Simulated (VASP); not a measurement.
Write the native input for VASP 6.6.1 that does the following.

| Quantity | Value |
| --- | --- |
| Task | relaxation of cell and atoms |
| Functional | LDA |
| Potentials or basis | VASP PAW LDA potentials, release 64 (Rb_sv, Au_sv_GW) |
| Cutoff | 500 eV |
| k mesh | 6 × 6 × 8 |
| Occupations | gaussian, width 0.1 eV |
| Spin | no spin polarisation |
| Dipole correction | no |
| Further INCAR settings | ALGO = Normal; EDIFF = 1e-07; IBRION = 2; EDIFFG = -0.005; NSW = 70; ISIF = 3 |

The structure of RbAu5 lies in POSCAR:

```
RbAu5
1.0
    5.9364900040      0.0000000000      0.0000000000
   -2.9682450020      5.1411511528      0.0000000000
    0.0000000000      0.0000000000      4.4794449451
Rb Au
1 5
Direct
    0.0000000000      0.0000000000      0.0000000000
    0.3333333333      0.6666666667      0.0000000000
    0.6666666667      0.3333333333      0.0000000000
    0.5000000000      0.0000000000      0.5000000000
    0.5000000000      0.5000000000      0.5000000000
    0.0000000000      0.5000000000      0.5000000000
```

One way to write it, as run:

INCAR

```
ALGO = Normal
EDIFF = 1E-7
EDIFFG = -0.005
ENCUT = 500
GGA_COMPAT = False
IBRION = 2
ISIF = 3
ISMEAR = 0
LASPH = True
LCHARG = False
LREAL = False
LWAVE = False
NELM = 120
NELMIN = 4
NSW = 70
PREC = Accurate
SIGMA = 0.1
```

KPOINTS

```
k-points
0
Gamma
  6 6 8
```

Potentials or basis: VASP PAW LDA potentials, release 64 (Rb_sv, Au_sv_GW).

Launch:

```bash
$ cat potpaw_LDA.64/Rb_sv/POTCAR potpaw_LDA.64/Au_sv_GW/POTCAR > POTCAR
$ mpirun -np 1 vasp_std > vasp.out
```

It gave:

```yaml
Relaxed_volume: 20.58 Å³/atom
Relaxed_cell: a = 5.683 Å, b = 5.683 Å, c = 4.414 Å, α = 90.00°, β = 90.00°, γ = 120.00°
Space_group_after_relaxing_to_0.1_Å: P6/mmm (No. 191)
Energy_gained_by_relaxing: 67.2 meV/atom
Ionic_steps: 12
Pressure_after_relaxing: 0.0 GPa
Band_gap_on_the_k_mesh: zero (bands 52 and 53 overlap by 1.96 eV)
```

Caveat: spin-orbit coupling is left out, which moves the levels of the heavy elements.

Wall time 39 min on 1 thread of Intel(R) Xeon(R) Platinum 8488C (Sapphire Rapids), on a shared host, peak memory 0.39 GiB.
